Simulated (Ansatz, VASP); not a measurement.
# Ni in VASP and in Ansatz

File INCAR:

```
PREC = Accurate ; ENCUT = 520
EDIFF = 1E-6 ; ISMEAR = -1
SIGMA = 0.05 ; LREAL = F
LASPH = T ; NELM = 150
ALGO = Normal ; ISIF = 2
LWAVE = F ; LCHARG = T
ISPIN = 2 ; MAGMOM = 1.5
LORBIT = 11 ; LMAXMIX = 4
LELF = T ; LVHAR = T
NBANDS = 15
```

Contents of KPOINTS:

```
regular mesh
0
Gamma
  16 16 16
```

File POSCAR:

```
Ni
1.0
    2.3292659376      0.0000000000      0.0000000000
    0.0000000000      2.3292659376      0.0000000000
    0.0000000000      0.0000000000      2.3292659376
Ni
1
Direct
    0.0000000000      0.0000000000      0.0000000000
```

Input for Ansatz:

```yaml
crystal:
  lattice:
    - [2.3292659376, 0.0, 0.0]
    - [0.0, 2.3292659376, 0.0]
    - [0.0, 0.0, 2.3292659376]
  atoms:
    - { symbol: Ni, position: [0.0, 0.0, 0.0], spin: 1.5 }
magnetization:
  spin_polarized: true
kpoints:
  mp_grid: { grid: [16, 16, 16] }
  band_path:
    path:
      - [0.0, 0.0, 0.0]
      - [0.0, 0.5, 0.0]
      - [0.5, 0.5, 0.0]
      - [0.0, 0.0, 0.0]
      - [0.5, 0.5, 0.5]
      - [0.0, 0.5, 0.0]
      - [0.5, 0.5, 0.5]
      - [0.5, 0.5, 0.0]
    npoints: 5
scf:
  occupations: { method: fermi_dirac, width: 0.05 }
hamiltonian:
  xc: lda
  pseudopotentials: { kind: all_electron, lapw: { basis_error: 0.0005 } }
output:
  forces: true
  stress: true
  eigenvalues: true
```

Alike in both runs: task single point; functional LDA; k mesh 16 × 16 × 16; occupations fermi-dirac, width 0.05 eV; collinear spin.

|  | VASP | Ansatz |
| --- | --- | --- |
| version | VASP 6.6.1 | Ansatz 0.2.0 |
| potentials or method | VASP PAW LDA potentials, release 64 (Ni), cutoff 520 eV | all-electron LAPW, scalar-relativistic |

Ansatz gave:

* pressure (GPa): -13.6
* net moment per atom (μB): 0.54
* size of the moment on the site where the two differ most (μB): 0.55

Problem. What did VASP give for the same quantities?

Solution. Pressure (GPa): -13.6; net moment per atom (μB): 0.51; size of the moment on the site where the two differ most (μB): 0.51.

LDA's correlation is that of Perdew and Zunger in VASP and of Perdew and Wang (1992) in Ansatz. Site moments also hang on the region over which each program counts them. Ansatz ran all-electron here, and VASP with PAW potentials.
